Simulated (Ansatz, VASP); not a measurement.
## CoSi2 in VASP and in Ansatz

```
CELL_PARAMETERS angstrom
0.00000 2.65720 2.65720
2.65720 0.00000 2.65720
2.65720 2.65720 0.00000
ATOMIC_POSITIONS crystal
Co 0.00000 0.00000 0.00000
Si 0.25000 0.25000 0.25000
Si 0.75000 0.75000 0.75000
```

Alike in both runs: functional r2SCAN; k mesh 11 × 11 × 11; occupations fermi-dirac, width 0.05 eV; no spin polarisation.

Ansatz relaxed the structure, and its values are those at the end. VASP's run is a single point on that final structure, the one shown.

|  | VASP | Ansatz |
| --- | --- | --- |
| version | VASP 6.6.1 | Ansatz 0.2.0 |
| potentials or method | VASP PAW PBE potentials, release 64 (Co, Si) | PAW with Ansatz's default frozen-core files, scalar-relativistic |
| plane-wave cutoff (eV) | 520 | 500 |
| valence electrons in the cell | 17 | 25 |

```csv
,VASP,Ansatz,Ansatz less VASP
pressure (GPa),-0.1,0.0,+0.09
```

VASP's potentials were made for PBE, not for r2SCAN. With one functional, cell and mesh, what is left measures potentials, basis and numerics. VASP's potentials hold 17 valence electrons a cell and Ansatz's 25, so a difference there can come from the potentials and not from the codes.
